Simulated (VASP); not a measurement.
# In3As: single point with r2SCAN

Crystal: In3As.

```
CELL_PARAMETERS angstrom
4.47680 0.00000 0.00000
0.00000 4.47680 0.00000
0.00000 0.00000 4.47680
ATOMIC_POSITIONS crystal
In 0.00000 0.50000 0.50000
In 0.50000 0.00000 0.50000
In 0.50000 0.50000 0.00000
As 0.00000 0.00000 0.00000
```

- Program: VASP 6.6.1
- Task: single point
- Functional: r2SCAN
- Potentials or basis: VASP PAW PBE potentials, release 64 (In_d, As)
- Cutoff: 520 eV
- k mesh: 4 × 4 × 4
- Occupations: fermi-dirac, width 0.1 eV
- Spin: no spin polarisation

The pressure is 5.6 GPa and the band gap on the k mesh is zero (bands 22 and 23 overlap by 4.95 eV).

Levels at points of the mesh, in eV from the Fermi level:
```csv
k point,band 18,band 19,band 20,band 21,band 22,band 23,band 24,band 25,band 26,band 27
"(0.00, 0.00, 0.00)",-3.98,-3.98,-3.98,-1.87,-1.87,1.98,1.98,1.98,4.91,4.91
"(0.50, 0.00, 0.00)",-4.67,-2.45,-2.45,-0.88,-0.58,-0.58,-0.42,1.20,5.14,5.14
"(0.50, 0.50, 0.00)",-7.07,-6.94,-1.46,-0.63,0.47,0.47,1.71,1.71,1.99,2.03
"(0.50, 0.50, 0.50)",-5.23,-5.23,-4.72,-4.72,-4.72,-4.48,5.28,5.28,5.28,10.01
```

Run time: 3.1 min on 1 thread of Intel Xeon 8259CL (shared host), peak memory 0.22 GiB.

Caveat: the cell stands under pressure; the PAW data sets were made with another functional, which shifts forces and pressure a little; spin-orbit coupling is left out, which moves the levels of the heavy elements.
